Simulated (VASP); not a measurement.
# HgTe (Cmcm) in VASP: single point with PBEsol

Aim: the single point of HgTe with PBEsol.

Everything below comes from runs of VASP 6.6.1. Logs are shortened: lines on timing, memory, paths and dates and some standing lists are left out, and cuts for length are marked.

## Step 1: The cell of the first run

The typed cell holds 4 atoms: a = 4.242 Å, b = 4.242 Å, c = 5.708 Å, α = 90.00°, β = 90.00°, γ = 90.01°.

## Step 2: Single point, PBEsol (strain +0.000 along x and y, -0.050 along z)

The input, INCAR:

```
SYSTEM = HgTe
ALGO     = Normal         ! electronic algorithm
EDIFF    = 1E-6           ! SCF threshold, eV
ENCUT    = 520            ! plane-wave cutoff, eV
GGA      = PS             ! functional
ISIF     = 2              ! what is computed and relaxed
ISMEAR   = 0              ! smearing method
LASPH    = .True.         ! aspherical terms in the spheres
LCHARG   = .True.         ! write CHGCAR
LELF     = .True.         ! ELF
LREAL    = .False.        ! projectors in reciprocal space
LVHAR    = .True.       
LWAVE    = .False.        ! write WAVECAR
NBANDS   = 26             ! bands
NELM     = 100            ! most SCF steps
PREC     = Accurate       ! precision mode
SIGMA    = 0.15           ! smearing width, eV
```

The input, KPOINTS:

```
k-points
0
Gamma
  12 12 8
  0 0 0
```

The input, POSCAR:

```
HgTe
1.0
    2.9995453784     -3.0001352822      0.0000000000
    2.9995453784      3.0001352822      0.0000000000
    0.0000000000      0.0000000000      5.7082366342
Hg Te
2 2
Direct
    0.2498182349      0.7501817651      0.7500000000
    0.7501817651      0.2498182349      0.2500000000
    0.7498667075      0.2501332925      0.7500000000
    0.2501332925      0.7498667075      0.2500000000
```

Potentials or basis: VASP PAW PBE potentials, release 64 (Hg, Te).

The run is started by

```
cat potpaw_PBE.64/Hg/POTCAR potpaw_PBE.64/Te/POTCAR > POTCAR
mpirun -np 1 vasp_std > vasp.out
```

OUTCAR:

```text
SYSTEM = HgTe
   EDIFF = 1E-6
   ENCUT = 520
   GGA = PS
   ISIF = 2
   ISMEAR = 0
   LASPH = .True.
   LREAL = .False.
   NELM = 100
   PREC = Accurate

 ion  position               nearest neighbor table
   1  0.250  0.750  0.750-   4 2.85   4 2.85   3 3.00   3 3.00   3 3.00   3 3.00
   2  0.750  0.250  0.250-   3 2.85   3 2.85   4 3.00   4 3.00   4 3.00   4 3.00
   3  0.750  0.250  0.750-   2 2.85   2 2.85   1 3.00   1 3.00   1 3.00   1 3.00
   4  0.250  0.750  0.250-   1 2.85   1 2.85   2 3.00   2 3.00   2 3.00   2 3.00

  LATTYP: Found a base centered orthorhombic cell.
 ALAT       =     5.9990907568
 B/A-ratio  =     1.0001966644
 C/A-ratio  =     0.9515169658

  Lattice vectors:

 A1 = (   2.9995453784,  -3.0001352822,   0.0000000000)
 A2 = (   2.9995453784,   3.0001352822,   0.0000000000)
 A3 = (   0.0000000000,   0.0000000000,   5.7082366342)

Analysis of symmetry for initial positions (statically):
=====================================================================
 Subroutine PRICEL returns:
 Original cell was already a primitive cell.

 Routine SETGRP: Setting up the symmetry group for a
 base centered orthorhombic supercell.

 Subroutine GETGRP returns: Found  8 space group operations
 (whereof  4 operations were pure point group operations)
 out of a pool of  8 trial point group operations.

The static configuration has the point symmetry C_2h.
 The point group associated with its full space group is D_2h.

Analysis of symmetry for dynamics (positions and initial velocities):
=====================================================================
 Subroutine PRICEL returns:
 Original cell was already a primitive cell.

 Routine SETGRP: Setting up the symmetry group for a
 base centered orthorhombic supercell.

 Subroutine GETGRP returns: Found  8 space group operations
 (whereof  4 operations were pure point group operations)
 out of a pool of  8 trial point group operations.

The dynamic configuration has the point symmetry C_2h.
 The point group associated with its full space group is D_2h.

 Subroutine INISYM returns: Found  8 space group operations
 (whereof  4 operations are pure point group operations),
 and found     1 'primitive' translations

----------------------------------------------------------------------------------------

                                     Primitive cell

  volume of cell :     102.7373

  direct lattice vectors                    reciprocal lattice vectors
     2.999545378 -3.000135282  0.000000000     0.166691927 -0.166659151  0.000000000
     2.999545378  3.000135282  0.000000000     0.166691927  0.166659151  0.000000000
     0.000000000  0.000000000  5.708236634     0.000000000  0.000000000  0.175185449

  length of vectors
     4.242414901  4.242414901  5.708236634     0.235714809  0.235714809  0.175185449

  position of ions in fractional coordinates (direct lattice)
     0.249818235  0.750181765  0.750000000
     0.750181765  0.249818235  0.250000000
     0.749866707  0.250133293  0.750000000
     0.250133293  0.749866707  0.250000000

  ion indices of the primitive-cell ions
   primitive index   ion index
                 1           1
                 2           2
                 3           3
                 4           4

----------------------------------------------------------------------------------------

 KPOINTS: k-points

Automatic generation of k-mesh.
 Grid dimensions read from file:
 generate k-points for:   12   12    8

 Generating k-lattice:

  Cartesian coordinates                     Fractional coordinates (reciprocal lattice)
     0.013890994 -0.013888263  0.000000000     0.083333333  0.000000000  0.000000000
     0.013890994  0.013888263  0.000000000     0.000000000  0.083333333  0.000000000
     0.000000000  0.000000000  0.021898181     0.000000000  0.000000000  0.125000000

  Length of vectors
     0.019642901  0.019642901  0.021898181

  Shift w.r.t. Gamma in fractional coordinates (k-lattice)
     0.000000000  0.000000000  0.000000000

 Subroutine IBZKPT returns following result:
 ===========================================

 Found    215 irreducible k-points:

 Following reciprocal coordinates:
            Coordinates               Weight
  0.000000  0.000000  0.000000      1.000000
  0.083333 -0.000000  0.000000      4.000000
  0.166667 -0.000000  0.000000      4.000000
  0.250000  0.000000  0.000000      4.000000
  0.333333 -0.000000  0.000000      4.000000
  0.416667  0.000000  0.000000      4.000000
[... 16 lines left out ...]
  0.500000  0.166667  0.000000      4.000000
 -0.416667  0.166667  0.000000      4.000000
 [... further k-points ...]
   k-points           NKPTS =    215   k-points in BZ     NKDIM =    215   number of bands    NBANDS=     26
   number of dos      NEDOS =    301   number of ions     NIONS =      4
   total plane-waves  NPLWV =  43008
   dimension x,y,z NGX =    32 NGY =   32 NGZ =   42
   dimension x,y,z NGXF=    64 NGYF=   64 NGZF=   84
   ions per type =               2   2
   NGX,Y,Z   is equivalent  to a cutoff of  12.54, 12.54, 12.23 a.u.
   NGXF,Y,Z  is equivalent  to a cutoff of  25.08, 25.08, 24.46 a.u.
 SYSTEM =  HgTe
   PREC   = accura    normal or accurate (medium, high low for compatibility)
   ISTART =      0    job   : 0-new  1-cont  2-samecut
   ICHARG =      2    charge: 1-file 2-atom 10-const
   ISPIN  =      1    spin polarized calculation?
   LNONCOLLINEAR =      F non collinear calculations
   LSORBIT =      F    spin-orbit coupling
   LASPH  =      T    aspherical Exc in radial PAW
   ENCUT  =  520.0 eV  38.22 Ry    6.18 a.u.   7.89  7.89 10.61*2*pi/ulx,y,z
   NELM   =    100;   NELMIN=  2; NELMDL= -5     # of ELM steps
   EDIFF  = 0.1E-05   stopping-criterion for ELM
   LREAL  =      F    real-space projection
   EDIFFG = 0.1E-04   stopping-criterion for IOM
   NSW    =      0    number of steps for IOM
   IBRION =     -1    ionic relax: 0-MD 1-quasi-New 2-CG
   NFREE  =      0    steps in history (QN), initial steepest desc. (CG)
   ISIF   =      2    stress and relaxation
   ISYM   =      2    0-nonsym 1-usesym 2-fastsym
   POTIM  = 0.5000    time-step for ionic-motion
   TEBEG  =    0.0;   TEEND  =   0.0 temperature during run
   PSTRESS=    0.0 pullay stress
   NELECT =      36.0000    total number of electrons
   NUPDOWN=      -1.0000    fix difference up-down
   EMIN   =  10.00;   EMAX   =-10.00  energy-range for DOS
   EFERMI =   0.00;   METHOD = LEGACY
   ISMEAR =     0;   SIGMA  =   0.15  broadening in eV -4-tet -1-fermi 0-gaus
   EFERMI_NEDOS =   21; number of points for ismear=-14 and -15
   IALGO  =     38    algorithm
   IMIX   =      4    mixing-type and parameters
     AMIX     =   0.40;   BMIX     =  1.00
     AMIX_MAG =   1.60;   BMIX_MAG =  1.00
  volume/ion in A,a.u.               =      25.68       173.33
  Fermi-wavevector in a.u.,A,eV,Ry     =   1.154161  2.181047 18.124140  1.332087
  Thomas-Fermi vector in A             =   2.290799
   LORBIT       =      0    0 simple, 1 ext, 2 COOP (PROOUT), +10 PAW based schemes
   GGA     = PS    functional components
   LHFCALC =     F    Hartree Fock is set to
   AEXX    =    0.0000 exact exchange contribution
   IVDW    =     0    specifies the selected vdW correction
   LEPSILON=     F    determine dielectric tensor
   LRPA    =     F    only Hartree local field effects (RPA)
 non-spin polarized calculation
 Gauss-broadening in eV      SIGMA  =   0.15
  energy-cutoff  :      520.00
  volume of cell :      102.74
 maximum number of plane-waves:      2788
   NGX = 15   NGY = 15   NGZ = 21

 number of electron      36.0000001 magnetization

 Free energy of the ion-electron system (eV)
  ---------------------------------------------------
  ext. energy  EPLUGINS =         0.00000000
  ---------------------------------------------------
  free energy    TOTEN  =        -8.29798350 eV

  energy without entropy =       -8.27490190  energy(sigma->0) =       -8.28644270

 E-fermi :   5.4107     XC(G=0): -10.5179

 val. band max:        5.3925297199   @ k =   0.2500   0.2500   0.3750
 cond. band min:       5.4107087377   @ k =   0.5000   0.0000   0.3750
 fundamental gap:      0.0181790178
 Fermi energy:         5.4106926933

 k-point     1 :       0.0000    0.0000    0.0000
  band No.  band energies     occupation
      1      -7.4260      2.00000
      2      -6.0708      2.00000
      3      -1.7570      2.00000
      4      -1.7461      2.00000
      5      -1.6830      2.00000
      6      -1.6824      2.00000
[... 18 lines left out ...]
     25      13.0358      0.00000
     26      13.2031      0.00000

 k-point     2 :       0.0833   -0.0000    0.0000
  band No.  band energies     occupation
      1      -7.3816      2.00000
      2      -6.0539      2.00000
      3      -1.7533      2.00000
      4      -1.7518      2.00000
      5      -1.6879      2.00000
      6      -1.6764      2.00000
[... 18 lines left out ...]
     25      13.0650      0.00000
     26      13.5958      0.00000

 k-point     3 :       0.1667   -0.0000    0.0000
  band No.  band energies     occupation
      1      -7.2514      2.00000
      2      -6.0113      2.00000
      3      -1.7823      2.00000
      4      -1.7450      2.00000
      5      -1.7386      2.00000
      6      -1.7017      2.00000
[... 18 lines left out ...]
     25      13.1549      0.00000
     26      13.7292      0.00000

 k-point     4 :       0.2500    0.0000    0.0000
  band No.  band energies     occupation
      1      -7.0454      2.00000
      2      -5.9683      2.00000
      3      -1.8442      2.00000
      4      -1.8228      2.00000
      5      -1.7664      2.00000
      6      -1.7473      2.00000
[... 18 lines left out ...]
     25      12.7185      0.00000
     26      13.3082      0.00000
[... 496 lines left out ...]
      1      -6.4473      2.00000
      2      -6.0684      2.00000
      3      -1.9711      2.00000
      4      -1.9293      2.00000
      5      -1.8039      2.00000
      6      -1.7758      2.00000
[... 18 lines left out ...]
     25      12.2196      0.00000
     26      12.8224      0.00000

 k-point    23 :       0.5000    0.1667    0.0000
  band No.  band energies     occupation
      1      -6.2292      2.00000
      2      -6.2283      2.00000
      3      -1.9082      2.00000
      4      -1.9075      2.00000
      5      -1.8415      2.00000
      6      -1.8411      2.00000
[... 18 lines left out ...]
     25      12.6659      0.00000
     26      12.6691      0.00000

 k-point    24 :      -0.4167    0.1667    0.0000
  band No.  band energies     occupation
      1      -6.4478      2.00000
      2      -6.0682      2.00000
      3      -1.9701      2.00000
      4      -1.9283      2.00000
      5      -1.8044      2.00000
      6      -1.7762      2.00000
[... 18 lines left out ...]
     25      12.2185      0.00000
     26      12.8250      0.00000

 [... further k-points ...]
[... 5 lines left out ...]
  --------------------------------------------------------------------------------------
  -------------------------------------------------------------------------------------
  Total        1.6205079      1.6135549      4.9090275      0.0000000      0.0000000      0.0000000
  in kB       25.2716440     25.1632129     76.5557492      0.0000000      0.0000000      0.0000000
  external PRESSURE =      42.3302020 kB  Pullay stress =       0.0000000 kB

 VOLUME and BASIS-vectors are now :
 -----------------------------------------------------------------------------
  energy-cutoff  :      520.00
  volume of cell :      102.74
      direct lattice vectors                 reciprocal lattice vectors
     2.999545378 -3.000135282  0.000000000     0.166691927 -0.166659151  0.000000000
     2.999545378  3.000135282  0.000000000     0.166691927  0.166659151  0.000000000
     0.000000000  0.000000000  5.708236634     0.000000000  0.000000000  0.175185449

 POSITION                                       TOTAL-FORCE (eV/Angst)
 -----------------------------------------------------------------------------------
      2.99955      1.50116      4.28118         0.000000     -0.000179     -0.000000
      2.99955     -1.50116      1.42706         0.000000      0.000179      0.000000
      2.99955     -1.49927      4.28118         0.000000      0.000183      0.000000
      2.99955      1.49927      1.42706         0.000000     -0.000183      0.000000
 -----------------------------------------------------------------------------------
    total drift:                                0.000000      0.000000     -0.000000

  FREE ENERGIE OF THE ION-ELECTRON SYSTEM (eV)
  ---------------------------------------------------
  free  energy   TOTEN  =        -8.2979835049 eV

  energy  without entropy=       -8.2749018975  energy(sigma->0) =       -8.28644270
```

It took 8.9 min on 1 thread of AMD EPYC 7R43 (Zen 3), shared host; peak memory 0.53 GiB.

What came out:

| Property | Result |
| --- | --- |
| Free energy | -8.2980 eV |
| Pressure | 4.2 GPa |
| Band gap on the k mesh | zero (bands 18 and 19 overlap by 2.91 eV) |

Stress tensor (GPa, compression positive):
```
2.53 0.00 0.00
0.00 2.52 0.00
0.00 0.00 7.66
```

Levels at points of the mesh, in eV from the Fermi level:
```tsv
k point	band 16	band 17	band 18	band 19	band 20	band 21
(0.00, 0.00, 0.00)	-2.83	-1.13	-0.73	-0.73	-0.55	4.44
(0.50, 0.00, 0.00)	-2.98	-0.18	-0.17	1.80	1.80	4.59
(0.50, 0.50, 0.00)	-2.90	-2.79	-2.79	-2.36	-2.36	4.73
(0.00, 0.00, 0.50)	-1.71	-1.71	-1.71	1.46	1.46	5.22
(0.50, 0.00, 0.50)	0.22	0.54	0.54	2.37	2.37	3.54
(0.50, 0.50, 0.50)	-3.65	-3.65	-3.65	2.73	2.73	5.06
```

Caveat: the cell differs from its parent crystal (strain +0.000 along x and y, -0.050 along z); the stress differs along the axes, from 3 to 8 GPa; the PAW data sets were made with another functional, which shifts forces and pressure a little; spin-orbit coupling is left out, which moves the levels of the heavy elements.
